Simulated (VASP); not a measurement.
**Tl: single point with PBE+D3(BJ)**

Crystal: Tl.

```
Tl
1.0
    -1.89247    1.89247    2.03805
     1.89247   -1.89247    2.03805
     1.89247    1.89247   -2.03805
Tl
1
Direct
  0.00000 0.00000 0.00000
```

This cell differs from its parent crystal: strain -0.025 along x and y, +0.050 along z.

```
Program             : VASP 6.6.1
Task                : single point
Functional          : PBE
Dispersion          : D3(BJ)
Potentials or basis : VASP PAW PBE potentials, release 64 (Tl_d)
Cutoff              : 520 eV
k mesh              : 18 × 18 × 18
Occupations         : gaussian, width 0.15 eV
Spin                : no spin polarisation
```

```
Pressure                   : 0.4 GPa
Band gap on the k mesh     : zero (an odd number of electrons rules out a gap without spin polarisation)
Dispersion energy per atom : -0.335 eV
```

Stress tensor (GPa, compression positive):
```
 0.59  0.00  0.00
 0.00  0.59  0.00
 0.00  0.00 -0.01
```

Levels at points of the mesh, in eV from the Fermi level:
| k point | band 2 | band 3 | band 4 | band 5 | band 6 | band 7 | band 8 | band 9 | band 10 | band 11 |
| --- | --- | --- | --- | --- | --- | --- | --- | --- | --- | --- |
| (0.00, 0.00, 0.00) | -11.70 | -11.61 | -11.31 | -11.24 | -9.93 | 10.25 | 10.60 | 10.60 | 11.74 | 12.84 |
| (0.50, 0.00, 0.00) | -11.81 | -11.36 | -11.24 | -11.01 | -5.17 | -2.74 | 6.09 | 7.49 | 10.39 | 11.52 |
| (0.50, 0.50, 0.00) | -11.83 | -11.23 | -11.23 | -10.98 | -4.77 | -2.52 | 5.13 | 6.29 | 9.17 | 10.46 |
| (0.50, 0.50, 0.50) | -11.86 | -11.08 | -11.05 | -11.05 | -1.84 | 0.54 | 1.90 | 1.90 | 6.17 | 6.87 |

Wall time 81 s on 1 thread of AMD EPYC 9R45 96-Core Processor (Zen 5), on a shared host, peak memory 0.26 GiB.

Caveat: the cell differs from its parent crystal (strain -0.025 along x and y, +0.050 along z); spin-orbit coupling is left out, which moves the levels of the heavy elements.
